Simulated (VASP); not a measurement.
Set up this calculation in VASP 6.6.1, as the native input.

| Item | Value |
| --- | --- |
| Task | single point |
| Functional | PBEsol |
| Potentials or basis | VASP PAW PBE potentials, release 64 (Ir) |
| Cutoff | 520 eV |
| k mesh | 16 × 16 × 16 |
| Occupations | fermi-dirac, width 0.05 eV |
| Spin | no spin polarisation |
| Dipole correction | no |
| Further INCAR settings | ALGO = Normal; EDIFF = 1e-06; NBANDS = 10 |

The structure of Ir lies in POSCAR:

```
Ir
1.0
    0.0000000000      1.9156000000      1.9156000000
    1.9156000000      0.0000000000      1.9156000000
    1.9156000000      1.9156000000      0.0000000000
Ir
1
Direct
    0.0000000000      0.0000000000      0.0000000000
```

The input as run:

INCAR

```
SYSTEM = Ir
PREC = Accurate
ENCUT = 520
EDIFF = 1E-6
ISMEAR = -1
SIGMA = 0.05
LREAL = .False.
LASPH = .True.
NELM = 100
ALGO = Normal
ISIF = 2
LWAVE = .False.
LCHARG = .True.
GGA = PS
LELF = .True.
LVHAR = .True.
NBANDS = 10
```

KPOINTS

```
regular mesh
0
Gamma
  16 16 16
  0 0 0
```

Potentials or basis: VASP PAW PBE potentials, release 64 (Ir).

Command:

```console
$ cat potpaw_PBE.64/Ir/POTCAR > POTCAR
$ mpirun -np 1 vasp_std > vasp.out
```

Results of the run:

```json
{
  "Pressure": "1.0 GPa"
}
```

Caveat: the PAW data sets were made with another functional, which shifts forces and pressure a little.

Run time: 8.5 s on 1 thread of Intel(R) Xeon(R) 6975P-C (Granite Rapids), on a shared host, peak memory 0.14 GiB.
